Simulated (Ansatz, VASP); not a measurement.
## KF: VASP beside Ansatz

```
K F
1.0
     0.00000    2.61706    2.61706
     2.61706    0.00000    2.61706
     2.61706    2.61706    0.00000
K F
1 1
Direct
  0.00000 0.00000 0.00000
  0.50000 0.50000 0.50000
```

Alike in both runs: task single point; functional r2SCAN; dispersion D4; k mesh 8 × 8 × 8; occupations gaussian, width 0.05 eV; no spin polarisation.

```csv
,VASP,Ansatz
version,VASP 6.6.1,Ansatz 0.2.0
potentials or method,"VASP PAW PBE potentials, release 64 (K_sv, F), cutoff 520 eV","scalar-relativistic, plane waves, PAW"
valence electrons in the cell,16,16
```

Ansatz gave:

```
gap on the k mesh at the Fermi level (eV) : 7.18
least direct gap on the mesh (eV)         : 7.18
pressure (GPa)                            : 1.6
```

Which values does VASP return?

gap on the k mesh at the Fermi level (eV): 7.17; least direct gap on the mesh (eV): 7.17; pressure (GPa): 1.6.

VASP's potentials were made for PBE, not for r2SCAN.
